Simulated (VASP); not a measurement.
Cu3O2, 5 atoms in the cell. Symmetry: I4/mmm, No. 139, tetragonal system. Conventional cell: a = 3.910 Å, b = 3.910 Å, c = 6.603 Å, α = 90.00°, β = 90.00°, γ = 90.00°. Within 2.2 Å of Cu (site symmetry -4m2) lie 2 O at 1.65 Å. Within 2.6 Å of Cu (site symmetry 4/mmm) lie 4 O at 1.96 Å and 8 Cu at 2.56 Å. O (site symmetry mmm) has 4 Cu at 1.65 to 1.96 Å within 2.2 Å. 

- Program: VASP 6.6.1
- Task: single point
- Functional: LDA
- Potentials or basis: VASP PAW LDA potentials, release 64 (Cu, O)
- Cutoff: 520 eV
- k mesh: 14 × 14 × 14
- Occupations: gaussian, width 0.15 eV
- Spin: no spin polarisation
- Dipole correction: no
- Further INCAR settings: ALGO = Normal; EDIFF = 1e-06; NBANDS = 30

Potentials or basis: VASP PAW LDA potentials, release 64 (Cu, O).

The run is started by

```console
$ cat potpaw_LDA.64/Cu/POTCAR potpaw_LDA.64/O/POTCAR > POTCAR
$ mpirun -np 1 vasp_std > vasp.out
```

Hardware: 1 thread of Intel(R) Xeon(R) 6975P-C (Granite Rapids), with other jobs on the host.

Task: How long does it take, and how much memory?

Result: Wall time 2.4 min on 1 thread of Intel(R) Xeon(R) 6975P-C (Granite Rapids) (shared host), peak memory 0.37 GiB. Counts: scf iterations 16, k points 244.
